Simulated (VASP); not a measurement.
Wanted: the native input for a VASP 6.6.1 run.

```
Task                   : single point
Functional             : PBE
Potentials or basis    : VASP PAW PBE potentials, release 64 (Mg, O)
Cutoff                 : 520 eV
k mesh                 : 10 × 10 × 10
Occupations            : fermi-dirac, width 0.02 eV
Spin                   : no spin polarisation
Dipole correction      : no
Further INCAR settings : ALGO = Normal; EDIFF = 1e-06; NBANDS = 11
```

The structure of MgO lies in POSCAR:

```
MgO
1.0
    0.0000000000      2.1547216012      2.1547216012
    2.1547216012      0.0000000000      2.1547216012
    2.1547216012      2.1547216012      0.0000000000
Mg O
1 1
Direct
    0.0000000000      0.0000000000      0.0000000000
    0.5000000000      0.5000000000      0.5000000000
```

This cell differs from its parent crystal: strain +2.5%.

The input as run:

INCAR

```
SYSTEM = MgO
PREC = Accurate
ENCUT = 520
EDIFF = 1E-6
ISMEAR = -1
SIGMA = 0.02
LREAL = .FALSE.
LASPH = .TRUE.
NELM = 80
ALGO = Normal
ISIF = 2
LWAVE = .FALSE.
LCHARG = .FALSE.
GGA = PE
NBANDS = 11
```

KPOINTS

```
Automatic mesh
0
G
  10 10 10
  0 0 0
```

Potentials or basis: VASP PAW PBE potentials, release 64 (Mg, O).

Launch:

```sh
$ cat potpaw_PBE.64/Mg/POTCAR potpaw_PBE.64/O/POTCAR > POTCAR
$ mpirun -np 1 vasp_std > vasp.out
```

It gave:

* Pressure: -6.1 GPa
* Band gap on the k mesh: 4.09 eV, direct

Caveat: the cell differs from its parent crystal (strain +2.5%).

Wall time 4.3 s on 1 thread of Intel(R) Xeon(R) 6975P-C (Granite Rapids), with other jobs on the host, peak memory 0.14 GiB.
